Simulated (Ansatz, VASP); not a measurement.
# RbBr: VASP beside Ansatz

File POSCAR:

```
RbBr
1.0
    0.0000000000      3.4608260448      3.4608260448
    3.4608260448      0.0000000000      3.4608260448
    3.4608260448      3.4608260448      0.0000000000
Rb Br
1 1
Direct
    0.0000000000      0.0000000000      0.0000000000
    0.5000000000      0.5000000000      0.5000000000
```

File INCAR.step1:

```
SYSTEM = RbBr
  PREC = Accurate
  ENCUT = 520
  EDIFF = 1E-5
  ISMEAR = 0
  SIGMA = 0.01
  LREAL = .False.
  LASPH = .True.
  NELM = 80
  ALGO = Normal
  ISIF = 2
  LWAVE = .True.
  GGA = PE
  NBANDS = 15
```

Contents of INCAR.step2:

```
SYSTEM = RbBr
  PREC = Accurate
  ENCUT = 520
  EDIFF = 1E-6
  ISMEAR = 0
  SIGMA = 0.01
  LREAL = .False.
  LASPH = .True.
  NELM = 80
  ALGO = Normal
  ISIF = 2
  LWAVE = .False.
  LCHARG = .True.
  GGA = PE
  LHFCALC = .True.
  AEXX = 0.05
  HFSCREEN = 0.1
  PRECFOCK = Normal
  LELF = .True.
  LVHAR = .True.
  ISTART = 1
  NBANDS = 15
```

The input KPOINTS:

```
Automatic mesh
0
Gamma
  4 4 4
  0 0 0
```

Input for Ansatz:

```yaml
crystal:
  lattice:
    - [0.0, 3.4608260448, 3.4608260448]
    - [3.4608260448, 0.0, 3.4608260448]
    - [3.4608260448, 3.4608260448, 0.0]
  atoms:
    - { symbol: Rb, position: [0.0, 0.0, 0.0] }
    - { symbol: Br, position: [0.5, 0.5, 0.5] }
kpoints:
  mp_grid: { grid: [4, 4, 4] }
hamiltonian:
  xc: { exchange: pbe, correlation: pbe, exx: { coeff: 0.05, omega: 0.1 } }
scf:
  occupations: { method: fixed }
  n_extra_bands: 4
output:
  forces: true
  stress: true
  eigenvalues: true
```

Alike in both runs: task single point; functional PBE-based screened hybrid; k mesh 4 × 4 × 4; no spin polarisation.

```csv
,VASP,Ansatz
version,VASP 6.6.1,Ansatz 0.2.0
potentials or method,"VASP PAW PBE potentials, release 64 (Rb_sv, Br)",plane waves
plane-wave cutoff (eV),520,420
occupations,"gaussian, width 0.01 eV",fixed
valence electrons in the cell,16,16
```

```tsv
	VASP	Ansatz	Ansatz less VASP
gap on the k mesh at the Fermi level (eV)	4.58	4.58	0.000
pressure (GPa)	0.5	0.5	-0.03
```

VASP's potentials were made for PBE, not for PBE-based screened hybrid. Ansatz's warnings: stress exchange threshold loose, stress scf threshold loose.
